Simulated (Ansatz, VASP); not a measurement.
## ZnSe in VASP and in Ansatz

INCAR

```
ALGO = Normal
EDIFF = 1E-6
ENCUT = 520
GGA = PE
ISIF = 2
ISMEAR = 0
LASPH = T
LCHARG = F
LREAL = F
LWAVE = F
NBANDS = 16
NELM = 60
PREC = Accurate
SIGMA = 0.05
```

File KPOINTS:

```
k-points
0
Gamma
  10 10 10
```

Contents of POSCAR:

```
ZnSe
1.0
    0.0000000000      2.7163722576      2.9436196984
    2.9436196984      0.0000000000      2.9436196984
    2.9436196984      2.7163722576      0.0000000000
Zn Se
1 1
Direct
    0.0000000000      0.0000000000      0.0000000000
    0.7500000000      0.7500000000      0.7500000000
```

Input for Ansatz:

```yaml
crystal:
  lattice:
    - [0.0, 2.7163722576, 2.9436196984]
    - [2.9436196984, 0.0, 2.9436196984]
    - [2.9436196984, 2.7163722576, 0.0]
  atoms:
    - { symbol: Zn, position: [0.0, 0.0, 0.0] }
    - { symbol: Se, position: [0.75, 0.75, 0.75] }
basis:
  ecutwfc: 520.0
kpoints:
  mp_grid: { grid: [10, 10, 10] }
hamiltonian:
  xc: pbe
  pseudopotentials: { kind: paw, azcp: { folder: soft_1 } }
scf:
  occupations: { method: gaussian, width: 0.05 }
output:
  forces: true
  stress: true
  eigenvalues: true
```

Alike in both runs: task single point; functional PBE; k mesh 10 × 10 × 10; occupations gaussian, width 0.05 eV; no spin polarisation.

|  | VASP | Ansatz |
| --- | --- | --- |
| version | VASP 6.6.1 | Ansatz 0.2.0 |
| potentials or method | VASP PAW PBE potentials, release 64 (Zn, Se), cutoff 520 eV | scalar-relativistic, plane waves, PAW |
| valence electrons in the cell | 18 | 28 |

|  | VASP | Ansatz | Ansatz less VASP |
| --- | --- | --- | --- |
| gap on the k mesh at the Fermi level (eV) | 0.97 | 0.97 | -0.003 |
| least direct gap on the mesh (eV) | 0.97 | 0.97 | -0.003 |
| pressure (GPa) | 0.1 | -0.1 | -0.22 |
| traceless stress, the component that is largest in VASP (GPa) | 1.58 | 1.59 | +0.014 |

With one functional, cell and mesh, what is left measures potentials, basis and numerics. VASP's potentials hold 18 valence electrons a cell and Ansatz's 28, so a difference there can come from the potentials and not from the codes.
